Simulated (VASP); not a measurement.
# MgO (Fm-3m) in VASP: notebook

Runs on MgO. Level: r2SCAN. Tasks: single point, relaxation of cell and atoms.

Program: VASP 6.6.1. These are calculated values, not measurements. Logs are shortened: lines on timing, memory, paths and dates and some standing lists are left out, and cuts for length are marked.

**The experiment to reproduce.**

“Electronic structure of alkaline earth and post-transition metal oxides”, 2009, arxiv:0908.1581 quotes, for a bulk crystal of MgO: band gap 7.83 eV.

The runs below are set against these values where they give the same quantity.

**1. The cell of the first run**

Symmetry: Fm-3m, No. 225, cubic system. Conventional cell: a = 4.204 Å, b = 4.204 Å, c = 4.204 Å, α = 90.00°, β = 90.00°, γ = 90.00°. Within 2.8 Å of Mg (site symmetry m-3m) lie 6 O at 2.10 Å. O (site symmetry m-3m) has 6 Mg at 2.10 Å within 2.8 Å.

**2. Single point, r2SCAN**

The input, POSCAR:

```
MgO
1.0
    0.0000000000      2.1021619042      2.1021619042
    2.1021619042      0.0000000000      2.1021619042
    2.1021619042      2.1021619042      0.0000000000
Mg O
1 1
Direct
    0.0000000000      0.0000000000      0.0000000000
    0.5000000000      0.5000000000      0.5000000000
```

The input, INCAR.step1:

```
ALGO = Normal
EDIFF = 1E-4
ENCUT = 520
GGA = PE
ISMEAR = 0
LASPH = T
LCHARG = F
LREAL = F
LWAVE = T
NBANDS = 11
NELM = 80
PREC = Accurate
SIGMA = 0.01
```

The input, INCAR.step2:

```
ALGO = Normal
EDIFF = 1E-6
ENCUT = 520
ISIF = 2
ISMEAR = 0
ISTART = 1
LASPH = T
LCHARG = F
LMIXTAU = T
LREAL = F
LWAVE = F
METAGGA = R2SCAN
NBANDS = 11
NELM = 80
PREC = Accurate
SIGMA = 0.01
```

The input, KPOINTS:

```
k-points
0
Gamma
  8 8 8
```

Potentials or basis: VASP PAW PBE potentials, release 64 (Mg, O).

On the command line:

```
cat potpaw_PBE.64/Mg/POTCAR potpaw_PBE.64/O/POTCAR > POTCAR
cp INCAR.step1 INCAR
mpirun -np 1 vasp_std > vasp.out
cp INCAR.step2 INCAR
mpirun -np 1 vasp_std > vasp.out
```

OUTCAR:

```text
EDIFF = 1E-6
   ENCUT = 520
   ISIF = 2
   ISMEAR = 0
   ISTART = 1
   LASPH = T
   LREAL = F
   METAGGA = R2SCAN
   NELM = 80
   PREC = Accurate

 ion  position               nearest neighbor table
   1  0.000  0.000  0.000-   2 2.10   2 2.10   2 2.10   2 2.10   2 2.10   2 2.10
   2  0.500  0.500  0.500-   1 2.10   1 2.10   1 2.10   1 2.10   1 2.10   1 2.10

  LATTYP: Found a face centered cubic cell.
 ALAT       =     4.2043238084

  Lattice vectors:

 A1 = (   0.0000000000,   2.1021619042,   2.1021619042)
 A2 = (   2.1021619042,   0.0000000000,   2.1021619042)
 A3 = (   2.1021619042,   2.1021619042,   0.0000000000)

Analysis of symmetry for initial positions (statically):
[... 33 lines left out ...]
                                     Primitive cell

  volume of cell :      18.5793

  direct lattice vectors                    reciprocal lattice vectors
     0.000000000  2.102161904  2.102161904    -0.237850376  0.237850376  0.237850376
     2.102161904  0.000000000  2.102161904     0.237850376 -0.237850376  0.237850376
     2.102161904  2.102161904  0.000000000     0.237850376  0.237850376 -0.237850376

  length of vectors
     2.972905875  2.972905875  2.972905875     0.411968936  0.411968936  0.411968936

  position of ions in fractional coordinates (direct lattice)
     0.000000000  0.000000000  0.000000000
     0.500000000  0.500000000  0.500000000

  ion indices of the primitive-cell ions
   primitive index   ion index
                 1           1
                 2           2

----------------------------------------------------------------------------------------

 KPOINTS: k-points

Automatic generation of k-mesh.
 Grid dimensions read from file:
 generate k-points for:    8    8    8

 Generating k-lattice:

  Cartesian coordinates                     Fractional coordinates (reciprocal lattice)
    -0.029731297  0.029731297  0.029731297     0.125000000  0.000000000  0.000000000
     0.029731297 -0.029731297  0.029731297     0.000000000  0.125000000  0.000000000
     0.029731297  0.029731297 -0.029731297     0.000000000  0.000000000  0.125000000

  Length of vectors
     0.051496117  0.051496117  0.051496117

  Shift w.r.t. Gamma in fractional coordinates (k-lattice)
     0.000000000  0.000000000  0.000000000

 Subroutine IBZKPT returns following result:
 ===========================================

 Found     29 irreducible k-points:

 Following reciprocal coordinates:
            Coordinates               Weight
  0.000000  0.000000  0.000000      1.000000
  0.125000  0.000000  0.000000      8.000000
  0.250000  0.000000  0.000000      8.000000
  0.375000  0.000000  0.000000      8.000000
  0.500000  0.000000  0.000000      4.000000
  0.125000  0.125000  0.000000      6.000000
[... 16 lines left out ...]
  0.500000  0.250000  0.125000     48.000000
 -0.375000  0.250000  0.125000     24.000000
 [... further k-points ...]
   k-points           NKPTS =     29   k-points in BZ     NKDIM =     29   number of bands    NBANDS=     11
   number of dos      NEDOS =    301   number of ions     NIONS =      2
   total plane-waves  NPLWV =  13824
   dimension x,y,z NGX =    24 NGY =   24 NGZ =   24
   dimension x,y,z NGXF=    48 NGYF=   48 NGZF=   48
   ions per type =               1   1
   NGX,Y,Z   is equivalent  to a cutoff of  13.42, 13.42, 13.42 a.u.
   NGXF,Y,Z  is equivalent  to a cutoff of  26.84, 26.84, 26.84 a.u.
 SYSTEM =  unknown system
   PREC   = accura    normal or accurate (medium, high low for compatibility)
   ISTART =      1    job   : 0-new  1-cont  2-samecut
   ICHARG =      0    charge: 1-file 2-atom 10-const
   ISPIN  =      1    spin polarized calculation?
   LNONCOLLINEAR =      F non collinear calculations
   LSORBIT =      F    spin-orbit coupling
   LASPH  =      T    aspherical Exc in radial PAW
   ENCUT  =  520.0 eV  38.22 Ry    6.18 a.u.   5.53  5.53  5.53*2*pi/ulx,y,z
   NELM   =     80;   NELMIN=  2; NELMDL=  0     # of ELM steps
   EDIFF  = 0.1E-05   stopping-criterion for ELM
   LREAL  =      F    real-space projection
   EDIFFG = 0.1E-04   stopping-criterion for IOM
   NSW    =      0    number of steps for IOM
   IBRION =     -1    ionic relax: 0-MD 1-quasi-New 2-CG
   NFREE  =      0    steps in history (QN), initial steepest desc. (CG)
   ISIF   =      2    stress and relaxation
   ISYM   =      2    0-nonsym 1-usesym 2-fastsym
   POTIM  = 0.5000    time-step for ionic-motion
   TEBEG  =    0.0;   TEEND  =   0.0 temperature during run
   PSTRESS=    0.0 pullay stress
   NELECT =       8.0000    total number of electrons
   NUPDOWN=      -1.0000    fix difference up-down
   EMIN   =  10.00;   EMAX   =-10.00  energy-range for DOS
   EFERMI =   0.00;   METHOD = LEGACY
   ISMEAR =     0;   SIGMA  =   0.01  broadening in eV -4-tet -1-fermi 0-gaus
   EFERMI_NEDOS =   21; number of points for ismear=-14 and -15
   IALGO  =     38    algorithm
   IMIX   =      4    mixing-type and parameters
     AMIX     =   0.40;   BMIX     =  1.00
     AMIX_MAG =   1.60;   BMIX_MAG =  1.00
  volume/ion in A,a.u.               =       9.29        62.69
  Fermi-wavevector in a.u.,A,eV,Ry     =   1.236219  2.336115 20.792925  1.528237
  Thomas-Fermi vector in A             =   2.370836
   LORBIT       =      0    0 simple, 1 ext, 2 COOP (PROOUT), +10 PAW based schemes
   METAGGA = R2SCAN    functional components
   LHFCALC =     F    Hartree Fock is set to
   AEXX    =    0.0000 exact exchange contribution
   IVDW    =     0    specifies the selected vdW correction
   LEPSILON=     F    determine dielectric tensor
   LRPA    =     F    only Hartree local field effects (RPA)
 non-spin polarized calculation
 Gauss-broadening in eV      SIGMA  =   0.01
  energy-cutoff  :      520.00
  volume of cell :       18.58
 maximum number of plane-waves:       531
 NGX is ok and might be reduce to    24
   NGX = 11   NGY = 11   NGZ = 11

 number of electron       8.0000004 magnetization

 Free energy of the ion-electron system (eV)
  ---------------------------------------------------
  ext. energy  EPLUGINS =         0.00000000
  ---------------------------------------------------
  free energy    TOTEN  =       -16.16108403 eV

  energy without entropy =      -16.16108403  energy(sigma->0) =      -16.16108403

 E-fermi :   2.8859     XC(G=0): -11.6234

 val. band max:        2.8164756277   @ k =   0.0000   0.0000   0.0000
 cond. band min:       8.4765036017   @ k =   0.0000   0.0000   0.0000
 fundamental gap:      5.6600279740
 Fermi energy:         2.8859301897

 k-point     1 :       0.0000    0.0000    0.0000
  band No.  band energies     occupation
      1     -15.4124      2.00000
      2       2.8165      2.00000
      3       2.8165      2.00000
      4       2.8165      2.00000
      5       8.4765      0.00000
      6      19.6824      0.00000
      7      19.6824      0.00000
      8      19.6824      0.00000
      9      23.8437      0.00000
     10      25.6172      0.00000
     11      25.6172      0.00000

 k-point     2 :       0.1250    0.0000    0.0000
  band No.  band energies     occupation
      1     -15.2502      2.00000
      2       1.8876      2.00000
      3       2.7096      2.00000
      4       2.7096      2.00000
      5       9.3773      0.00000
      6      18.0085      0.00000
      7      20.0639      0.00000
      8      20.0639      0.00000
      9      24.6663      0.00000
     10      24.6663      0.00000
     11      26.0962      0.00000

 k-point     3 :       0.2500    0.0000    0.0000
  band No.  band energies     occupation
      1     -14.8313      2.00000
      2       0.1694      2.00000
      3       2.4629      2.00000
      4       2.4629      2.00000
      5      10.8540      0.00000
      6      16.4859      0.00000
      7      20.6113      0.00000
      8      20.6113      0.00000
      9      24.2807      0.00000
     10      24.2807      0.00000
     11      26.3862      0.00000

 k-point     4 :       0.3750    0.0000    0.0000
  band No.  band energies     occupation
      1     -14.3629      2.00000
      2      -1.2617      2.00000
      3       2.2304      2.00000
      4       2.2304      2.00000
      5      11.5679      0.00000
      6      16.3925      0.00000
      7      20.4633      0.00000
      8      20.4633      0.00000
      9      25.5944      0.00000
     10      25.6932      0.00000
     11      25.6932      0.00000

 k-point     5 :       0.5000    0.0000    0.0000
  band No.  band energies     occupation
      1     -14.1505      2.00000
      2      -1.8189      2.00000
      3       2.1378      2.00000
      4       2.1378      2.00000
      5      11.6525      0.00000
      6      16.6885      0.00000
      7      20.2961      0.00000
      8      20.2961      0.00000
      9      25.2773      0.00000
     10      26.8598      0.00000
     11      26.8598      0.00000

 k-point     6 :       0.1250    0.1250    0.0000
  band No.  band energies     occupation
      1     -15.1988      2.00000
      2       1.8117      2.00000
      3       2.5792      2.00000
      4       2.5792      2.00000
      5       9.6757      0.00000
      6      17.4684      0.00000
      7      20.2545      0.00000
      8      20.2545      0.00000
      9      22.9622      0.00000
     10      26.1146      0.00000
     11      27.1436      0.00000

 k-point     7 :       0.2500    0.1250    0.0000
  band No.  band energies     occupation
      1     -14.8714      2.00000
      2       0.5693      2.00000
      3       2.3204      2.00000
      4       2.3237      2.00000
      5      11.0075      0.00000
      6      16.1223      0.00000
      7      20.3831      0.00000
      8      20.8296      0.00000
      9      22.1256      0.00000
     10      26.0809      0.00000
     11      28.4191      0.00000

 k-point     8 :       0.3750    0.1250    0.0000
  band No.  band energies     occupation
      1     -14.4221      2.00000
      2      -0.7827      2.00000
      3       1.9469      2.00000
      4       2.0997      2.00000
      5      12.0889      0.00000
      6      15.8542      0.00000
      7      19.4199      0.00000
      8      20.9315      0.00000
      9      23.4841      0.00000
     10      26.7913      0.00000
     11      27.8638      0.00000
[... 141 lines left out ...]
 k-point    19 :       0.5000    0.3750    0.0000
  band No.  band energies     occupation
      1     -13.9403      2.00000
      2      -1.0966      2.00000
      3       1.0689      2.00000
      4       1.5294      2.00000
      5      13.3660      0.00000
      6      14.4065      0.00000
      7      17.0158      0.00000
      8      22.8101      0.00000
      9      22.8296      0.00000
     10      30.5141      0.00000
     11      30.8077      0.00000

 k-point    20 :      -0.3750    0.3750    0.0000
  band No.  band energies     occupation
      1     -13.8824      2.00000
      2      -0.7094      2.00000
      3       0.0916      2.00000
      4       1.6404      2.00000
      5      13.8997      0.00000
      6      15.8056      0.00000
      7      16.5275      0.00000
      8      22.3242      0.00000
      9      22.4151      0.00000
     10      29.3522      0.00000
     11      31.6842      0.00000

 k-point    21 :       0.5000    0.5000    0.0000
  band No.  band energies     occupation
      1     -13.8988      2.00000
      2      -1.3074      2.00000
      3       1.4345      2.00000
      4       1.4345      2.00000
      5      12.8549      0.00000
      6      13.9387      0.00000
      7      17.1675      0.00000
      8      23.2750      0.00000
      9      23.2750      0.00000
     10      29.5887      0.00000
     11      31.1660      0.00000

 k-point    22 :       0.3750    0.2500    0.1250
  band No.  band energies     occupation
      1     -14.5330      2.00000
      2      -0.1980      2.00000
      3       1.6493      2.00000
      4       2.1832      2.00000
      5      12.3155      0.00000
      6      15.3190      0.00000
      7      19.1321      0.00000
      8      21.6578      0.00000
      9      22.1541      0.00000
     10      26.6880      0.00000
     11      30.2864      0.00000

 k-point    23 :       0.5000    0.2500    0.1250
  band No.  band energies     occupation
      1     -14.1655      2.00000
      2      -0.9034      2.00000
      3       1.0711      2.00000
      4       1.9250      2.00000
      5      13.3270      0.00000
      6      15.5647      0.00000
      7      17.9619      0.00000
      8      21.2500      0.00000
      9      23.8146      0.00000
     10      26.6901      0.00000
     11      30.4793      0.00000

 k-point    24 :      -0.3750    0.2500    0.1250
  band No.  band energies     occupation
      1     -14.0031      2.00000
      2      -1.2021      2.00000
      3       0.8625      2.00000
      4       1.8032      2.00000
      5      13.4818      0.00000
      6      16.2041      0.00000
      7      17.5217      0.00000
      8      20.9893      0.00000
      9      24.6542      0.00000
     10      26.3893      0.00000
     11      30.6235      0.00000

 [... further k-points ...]

------------------------ aborting loop because EDIFF is reached ----------------------------------------

  FORCE on cell =-STRESS in cart. coord.  units (eV):
  Direction    XX          YY          ZZ          XY          YZ          ZX
  --------------------------------------------------------------------------------------
  -------------------------------------------------------------------------------------
  Total       -0.1316261     -0.1316261     -0.1316261     -0.0000000     -0.0000000     -0.0000000
  in kB      -11.3507389    -11.3507389    -11.3507389     -0.0000000     -0.0000000     -0.0000000
  external PRESSURE =     -11.3507389 kB  Pullay stress =       0.0000000 kB

 VOLUME and BASIS-vectors are now :
 -----------------------------------------------------------------------------
  energy-cutoff  :      520.00
  volume of cell :       18.58
      direct lattice vectors                 reciprocal lattice vectors
     0.000000000  2.102161904  2.102161904    -0.237850376  0.237850376  0.237850376
     2.102161904  0.000000000  2.102161904     0.237850376 -0.237850376  0.237850376
     2.102161904  2.102161904  0.000000000     0.237850376  0.237850376 -0.237850376

 POSITION                                       TOTAL-FORCE (eV/Angst)
 -----------------------------------------------------------------------------------
      0.00000      0.00000      0.00000         0.000000      0.000000      0.000000
      2.10216      2.10216      2.10216         0.000000      0.000000     -0.000000
 -----------------------------------------------------------------------------------
    total drift:                               -0.000000     -0.000000      0.000000

  FREE ENERGIE OF THE ION-ELECTRON SYSTEM (eV)
  ---------------------------------------------------
  free  energy   TOTEN  =       -16.1610840316 eV

  energy  without entropy=      -16.1610840316  energy(sigma->0) =      -16.16108403
```

It took 28 s on 1 thread of Intel Xeon 8259CL, shared host; peak memory 0.15 GiB.

What came out:

```yaml
Free_energy: -16.1611 eV
Pressure: -1.1 GPa
Band_gap_on_the_k_mesh: 5.66 eV, direct
```

Levels at points of the mesh, in eV from the valence-band top:
```csv
k point,band 2,band 3,band 4,band 5,band 6,band 7
"(0.00, 0.00, 0.00)",0.00,0.00,0.00,5.66,16.87,16.87
"(0.50, 0.00, 0.00)",-4.64,-0.68,-0.68,8.84,13.87,17.48
"(0.50, 0.50, 0.00)",-4.12,-1.38,-1.38,10.04,11.12,14.35
```

Caveat: the PAW data sets were made with another functional, which shifts forces and pressure a little.

**3. Relaxation of cell and atoms, r2SCAN**

This run uses another cell than the first one, of 9.37 Å³/atom, 1.009 times its volume.

The input, POSCAR:

```
MgO
1.0
    0.0000000000      2.1085000000      2.1085000000
    2.1085000000      0.0000000000      2.1085000000
    2.1085000000      2.1085000000      0.0000000000
Mg O
1 1
Direct
    0.0000000000      0.0000000000      0.0000000000
    0.5000000000      0.5000000000      0.5000000000
```

The input, INCAR.step1:

```
PREC = Accurate
ENCUT = 600
ISMEAR = 0
SIGMA = 0.01
LREAL = F
LASPH = T
NELM = 80
GGA = PE
ALGO = Normal
EDIFF = 1E-4
LWAVE = T
LCHARG = F
```

The input, INCAR.step2:

```
PREC = Accurate
ENCUT = 600
EDIFF = 1E-6
ISMEAR = 0
SIGMA = 0.01
LREAL = F
LASPH = T
NELM = 80
ALGO = Normal
ISIF = 3
LWAVE = F
LCHARG = F
METAGGA = R2SCAN
LMIXTAU = T
IBRION = 2
NSW = 80
EDIFFG = -0.002
ISTART = 1
```

The input, KPOINTS:

```
regular mesh
0
Gamma
  8 8 8
```

Potentials or basis: VASP PAW PBE potentials, release 64 (Mg, O).

On the command line:

```
cat potpaw_PBE.64/Mg/POTCAR potpaw_PBE.64/O/POTCAR > POTCAR
cp INCAR.step1 INCAR
mpirun -np 1 vasp_std > vasp.out
cp INCAR.step2 INCAR
mpirun -np 1 vasp_std > vasp.out
```

Wall time 82 s (1 thread of Intel Xeon 8259CL, shared host); peak memory 0.15 GiB.

It converged, with:

```yaml
Free_energy: -16.1661 eV
Relaxed_volume: 9.21 Å³/atom
Relaxed_cell: a = 2.965 Å, b = 2.965 Å, c = 2.965 Å, α = 60.00°, β = 60.00°, γ = 60.00°
Space_group_after_relaxing_to_0.05_Å: Fm-3m (No. 225)
Energy_gained_by_relaxing: 1.4 meV/atom
Ionic_steps: 3
Pressure_after_relaxing: 0.0 GPa
Band_gap_on_the_k_mesh: 5.75 eV, direct
```

Step by step:
| step | energy change (eV) | largest force (eV/Å) | pressure (GPa) | volume (Å³) |
| --- | --- | --- | --- | --- |
| 1 | 0.0000 | 0.0000 | -2.83 | 18.75 |
| 2 | -0.0024 | 0.0000 | 1.18 | 18.30 |
| 3 | -0.0029 | 0.0000 | 0.01 | 18.43 |

Final structure:
```
Mg O
1.0
     0.00000    2.09641    2.09641
     2.09641    0.00000    2.09641
     2.09641    2.09641    0.00000
Mg O
1 1
Cartesian
  0.0000 0.0000 0.0000
  2.0964 2.0964 2.0964
```

Levels at points of the mesh, in eV from the valence-band top:
```
           k point  band 1  band 2  band 3  band 4  band 5  band 6  band 7  band 8
(0.00, 0.00, 0.00)  -18.27    0.00    0.00    0.00    5.75   16.92   16.92   16.92
(0.50, 0.00, 0.00)  -16.99   -4.67   -0.69   -0.69    8.90   13.97   17.57   17.57
(0.50, 0.50, 0.00)  -16.73   -4.16   -1.39   -1.39   10.05   11.22   14.44   20.59
```

Caveat: the PAW data sets were made with another functional, which shifts forces and pressure a little. r2SCAN opens gaps a little over a GGA but as a rule still falls short of measured ones.

**4. How close it comes**

Step 2. Against the measured gap of MgO, 7.83 eV (quoted in “Electronic structure of alkaline earth and post-transition metal oxides”, 2009, arxiv:0908.1581), the calculated 5.66 eV is off by -2.17 eV. The value is that of r2SCAN, without temperature or zero-point motion.
